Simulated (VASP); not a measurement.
BN, 8 atoms in the cell. The cell holds a slab with vacuum, 8 atoms: a = 2.504 Å, b = 2.504 Å, c = 25.446 Å, α = 90.00°, β = 90.00°, γ = 120.00°. 

```yaml
Program: VASP 6.6.1
Task: single point
Functional: PBEsol
Potentials_or_basis: VASP PAW PBE potentials, release 64 (B, N)
Cutoff: 520 eV
k_mesh: 12 × 12 × 1, shifted
Occupations: gaussian, width 0.05 eV
Spin: no spin polarisation
Dipole_correction: yes
Further_INCAR_settings: ALGO = Normal; EDIFF = 1e-06; NBANDS = 26; ISYM = 0
```

Potentials or basis: VASP PAW PBE potentials, release 64 (B, N).

Command:

```sh
$ cat potpaw_PBE.64/B/POTCAR potpaw_PBE.64/N/POTCAR > POTCAR
$ mpirun -np 1 vasp_std > vasp.out
```

Hardware: 1 thread of Intel(R) Xeon(R) Platinum 8259CL CPU @ 2.50GHz (Skylake/Cascade Lake), with other jobs on the host.

How long does it take, and how much memory?

It took 23 min on 1 thread of Intel(R) Xeon(R) Platinum 8259CL CPU @ 2.50GHz (Skylake/Cascade Lake), on a shared host, peak memory 0.67 GiB. Counts: scf iterations 22, k points 216.
